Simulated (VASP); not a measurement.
**BIr3Pd: single point with PBE**

The system is BIr3Pd.

```
B Pd Ir
1.0
     4.10441    0.00000    0.00000
     0.00000    4.10441    0.00000
     0.00000    0.00000    4.10441
B Pd Ir
1 1 3
Cartesian
  2.0522 2.0522 2.0522
  0.0000 0.0000 0.0000
  0.0000 2.0522 2.0522
  2.0522 2.0522 0.0000
  2.0522 0.0000 2.0522
```

| Item | Value |
| --- | --- |
| Program | VASP 6.6.1 |
| Task | single point |
| Functional | PBE |
| Potentials or basis | VASP PAW PBE potentials, release 64 (B, Pd, Ir) |
| Cutoff | 520 eV |
| k mesh | 10 × 10 × 10 |
| Occupations | gaussian, width 0.1 eV |
| Spin | no spin polarisation |
| Dipole correction | no |
| Further INCAR settings | ALGO = Normal; EDIFF = 1e-07; NBANDS = 28 |

The pressure is 0.8 GPa and the band gap on the k mesh is zero (band 20 reaches 8.84 eV, above the bottom of band 21 at 8.21 eV).

Levels at points of the mesh, in eV from the Fermi level:
```
           k point  band 18  band 19  band 20  band 21  band 22  band 23
(0.00, 0.00, 0.00)     0.31     0.31     0.31     0.67     0.71     0.71
(0.50, 0.00, 0.00)    -1.48    -0.95    -0.73     0.29     0.71     2.49
(0.50, 0.50, 0.00)    -1.63    -1.40    -0.81     0.67     1.49     1.49
(0.50, 0.50, 0.50)    -0.14    -0.14     0.17     0.17     0.45     0.45
```

It took 32 s on 1 thread of Intel(R) Xeon(R) 6975P-C (Granite Rapids), on a shared host, peak memory 0.24 GiB.

Caveat: spin-orbit coupling is left out, which moves the levels of the heavy elements.
